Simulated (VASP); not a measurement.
Wanted: the native input for a VASP 6.6.1 run.

```
Task                   : single point
Functional             : PBEsol
Potentials or basis    : VASP PAW PBE potentials, release 64 (Mg, O)
Cutoff                 : 520 eV
k mesh                 : 10 × 10 × 10
Occupations            : gaussian, width 0.05 eV
Spin                   : no spin polarisation
Dipole correction      : no
Further INCAR settings : ALGO = Normal; EDIFF = 1e-07; NBANDS = 11
```

The structure of MgO lies in POSCAR:

```
MgO
1.0
    0.0000000000      2.1351500000      2.1351500000
    2.0070410000      0.0000000000      2.1351500000
    2.0070410000      2.1351500000      0.0000000000
Mg O
1 1
Direct
    0.0000000000      0.0000000000      0.0000000000
    0.5000000000      0.5000000000      0.5000000000
```

This cell differs from its parent crystal: strain -0.0600 x Voigt [1, 0, 0, 0, 0, 0].

These files were run (other wordings do the same):

INCAR

```
SYSTEM = MgO
PREC = Accurate
ENCUT = 520
EDIFF = 1E-7
ISMEAR = 0
SIGMA = 0.05
LREAL = .False.
LASPH = .True.
NELM = 100
ALGO = Normal
ISIF = 2
LWAVE = .False.
LCHARG = .False.
GGA = PS
NBANDS = 11
```

KPOINTS

```
regular mesh
0
Gamma
  10 10 10
  0 0 0
```

Potentials or basis: VASP PAW PBE potentials, release 64 (Mg, O).

Run with:

```sh
$ cat potpaw_PBE.64/Mg/POTCAR potpaw_PBE.64/O/POTCAR > POTCAR
$ mpirun -np 1 vasp_std > vasp.out
```

It gave:

```
Pressure               : 4.6 GPa
Band gap on the k mesh : 4.76 eV, direct
```

Caveat: the cell differs from its parent crystal (strain -0.0600 x Voigt [1, 0, 0, 0, 0, 0]); the PAW data sets were made with another functional, which shifts forces and pressure a little.

Wall time 9.7 s on 1 thread of Intel(R) Xeon(R) Platinum 8488C (Sapphire Rapids), on a shared host, peak memory 0.15 GiB.
